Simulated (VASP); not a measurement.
Input of a VASP 6.6.1 run:

INCAR

```
  ALGO = Normal
  EDIFF = 1E-7
  ENCUT = 520
  GGA = PE
  ISIF = 2
  ISMEAR = 0
  LASPH = True
  LCHARG = True
  LELF = True
  LREAL = False
  LVHAR = True
  LWAVE = False
  NBANDS = 7
  NELM = 60
  PREC = Accurate
  SIGMA = 0.1
```

The input KPOINTS:

```
k-points
0
Gamma
  7 7 7
```

File POSCAR:

```
Mg
1.0
    2.8641902216      0.0000000000      0.0000000000
    0.0000000000      2.8641902216      0.0000000000
    0.0000000000      0.0000000000      2.8641902216
Mg
1
Direct
    0.0000000000      0.0000000000      0.0000000000
```

Potentials or basis: VASP PAW PBE potentials, release 64 (Mg).

Run with:

```bash
$ cat potpaw_PBE.64/Mg/POTCAR > POTCAR
$ mpirun -np 1 vasp_std > vasp.out
```

(1) What does it give for the pressure?

(2) Predict the band gap on the k mesh.

## Answers

(1) 5.0 GPa.

(2) zero (band 1 reaches 5.21 eV, above the bottom of band 2 at 1.47 eV).
